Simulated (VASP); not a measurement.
**GaCo: single point with PBEsol**

Crystal: GaCo.

```
CELL_PARAMETERS angstrom
2.88310 0.00000 0.00000
0.00000 2.88310 0.00000
0.00000 0.00000 2.65245
ATOMIC_POSITIONS crystal
Ga 0.50000 0.50000 0.50000
Co 0.00000 0.00000 0.00000
```

This cell differs from its parent crystal: strain +0.000 along x and y, -0.080 along z.

| Property | Result |
| --- | --- |
| Program | VASP 6.6.1 |
| Task | single point |
| Functional | PBEsol |
| Potentials or basis | VASP PAW PBE potentials, release 64 (Ga_d, Co) |
| Cutoff | 520 eV |
| k mesh | 16 × 16 × 16 |
| Occupations | gaussian, width 0.15 eV |
| Spin | no spin polarisation |
| Dipole correction | no |
| Further INCAR settings | ALGO = Fast; EDIFF = 1e-07; NBANDS = 18 |

- Pressure: 9.3 GPa
- Band gap on the k mesh: zero (band 11 reaches 12.37 eV, above the bottom of band 12 at 10.27 eV)

Stress tensor (GPa, compression positive):
```
 4.99  0.00  0.00
 0.00  4.99  0.00
 0.00  0.00 17.81
```

Levels at points of the mesh, in eV from the Fermi level:
```
           k point  band 8  band 9  band 10  band 11  band 12  band 13  band 14  band 15
(0.00, 0.00, 0.00)   -2.78   -0.87    -0.58    -0.58     4.52     4.52     7.77    11.04
(0.50, 0.00, 0.00)   -2.61   -2.10    -1.40    -0.58    -0.03    10.38    11.59    12.15
(0.50, 0.50, 0.00)   -3.71   -2.84    -0.98    -0.98    -0.35     2.41     3.00    14.03
(0.00, 0.00, 0.50)   -2.41   -2.04    -2.04    -0.85     0.75    11.29    11.29    11.88
(0.50, 0.00, 0.50)   -2.82   -2.50    -1.42    -1.30    -0.11     2.93     3.99    11.74
(0.50, 0.50, 0.50)   -4.40   -0.27     0.02     1.30     4.12     4.12     4.17     4.58
```

It took 2.2 min on 1 thread of AMD EPYC 9R45 (Zen 5), with other jobs on the host, peak memory 0.24 GiB.

Caveat: the cell differs from its parent crystal (strain +0.000 along x and y, -0.080 along z); the PAW data sets were made with another functional, which shifts forces and pressure a little. Spin polarisation is off, so any magnetic state and its effect on volume and gap are missing.
